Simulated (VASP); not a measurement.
Wanted: the native input for a VASP 6.6.1 run.

* Task: single point
* Functional: r2SCAN
* Potentials or basis: VASP PAW PBE potentials, release 64 (Ta_pv)
* Cutoff: 520 eV
* k mesh: 16 × 16 × 16
* Occupations: gaussian, width 0.1 eV
* Spin: no spin polarisation
* Dipole correction: no
* Further INCAR settings: ALGO = Normal; EDIFF = 1e-06; NBANDS = 18

Ta:

```xyz
2
Lattice="3.1064 0.0000 0.0000 0.0000 3.3953 0.0000 0.0000 0.0000 3.3953" Properties=species:S:1:pos:R:3 pbc="T T T"
Ta    0.0000    0.0000    0.0000
Ta    1.5532    1.6976    1.6976
```

This cell differs from its parent crystal: uniaxial strain along a: -6.0 %, then relaxed in part.

These files were run (other wordings do the same):

POSCAR

```
Ta
1.0
    3.1063848428      0.0000000000      0.0000000000
    0.0000000000      3.3952968090      0.0000000000
    0.0000000000      0.0000000000      3.3952968090
Ta
2
Direct
    0.0000000000      0.0000000000      0.0000000000
    0.5000000000      0.5000000000      0.5000000000
```

INCAR.step1

```
SYSTEM = Ta
ALGO = Normal
EDIFF = 1E-4
ENCUT = 520
GGA = PE
ISMEAR = 0
LASPH = .TRUE.
LCHARG = .FALSE.
LREAL = .FALSE.
LWAVE = .TRUE.
NBANDS = 18
NELM = 80
PREC = Accurate
SIGMA = 0.1
```

INCAR.step2

```
SYSTEM = Ta
ALGO = Normal
EDIFF = 1E-6
ENCUT = 520
ISIF = 2
ISMEAR = 0
ISTART = 1
LASPH = .TRUE.
LCHARG = .TRUE.
LELF = .TRUE.
LMIXTAU = .TRUE.
LREAL = .FALSE.
LVHAR = .TRUE.
LWAVE = .FALSE.
METAGGA = R2SCAN
NBANDS = 18
NELM = 80
PREC = Accurate
SIGMA = 0.1
```

KPOINTS

```
k-points
0
G
  16 16 16
  0 0 0
```

Potentials or basis: VASP PAW PBE potentials, release 64 (Ta_pv).

Run with:

```bash
$ cat potpaw_PBE.64/Ta_pv/POTCAR > POTCAR
$ cp INCAR.step1 INCAR
$ mpirun -np 1 vasp_std > vasp.out
$ cp INCAR.step2 INCAR
$ mpirun -np 1 vasp_std > vasp.out
```

Results of the run:

```
Pressure               : 3.0 GPa
Band gap on the k mesh : zero (bands 11 and 12 overlap by 2.93 eV)
```

Caveat: the cell differs from its parent crystal (uniaxial strain along a: -6.0 %, then relaxed in part); the stress differs along the axes, from 1 to 8 GPa; the PAW data sets were made with another functional, which shifts forces and pressure a little; spin-orbit coupling is left out, which moves the levels of the heavy elements.

Run time: 11 min on 1 thread of Oxide Virtual Turin-like Processor, with other jobs on the host, peak memory 0.29 GiB.
